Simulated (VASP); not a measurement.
Write the native input for VASP 6.6.1 that does the following.

```yaml
Task: single point
Functional: PBE
Potentials_or_basis: VASP PAW PBE potentials, release 64 (Te)
Cutoff: 520 eV
k_mesh: 16 × 16 × 16
Occupations: fermi-dirac, width 0.08 eV
Spin: no spin polarisation
Dipole_correction: no
Further_INCAR_settings: ALGO = Normal; EDIFF = 1e-07; NBANDS = 9
```

The structure of Te lies in POSCAR:

```
Te
1.0
    2.3438014426      0.0000000000      0.0000000000
    0.0000000000      2.3438014426      0.0000000000
    0.0000000000      0.0000000000      2.3438014426
Te
1
Direct
    0.0000000000      0.0000000000      0.0000000000
```

This isn't the form of Te at room conditions, which is trigonal, of chains.

One way to write it, as run:

INCAR

```
SYSTEM = Te
  ALGO = Normal
  EDIFF = 1E-7
  ENCUT = 520
  GGA = PE
  ISIF = 2
  ISMEAR = -1
  LASPH = .True.
  LCHARG = .False.
  LREAL = .False.
  LWAVE = .False.
  NBANDS = 9
  NELM = 60
  PREC = Accurate
  SIGMA = 0.08
```

KPOINTS

```
k-points
0
Gamma
  16 16 16
  0 0 0
```

Potentials or basis: VASP PAW PBE potentials, release 64 (Te).

Launch:

```sh
$ cat potpaw_PBE.64/Te/POTCAR > POTCAR
$ mpirun -np 1 vasp_std > vasp.out
```

It gave:

```yaml
Pressure: 347.1 GPa
Band_gap_on_the_k_mesh: zero (bands 3 and 4 overlap by 11.83 eV)
```

Caveat: the cell stands under pressure; spin-orbit coupling is left out, which moves the levels of the heavy elements.

Wall time 10 s on 1 thread of AMD EPYC 9R45 (Zen 5), with other jobs on the host, peak memory 0.1 GiB.
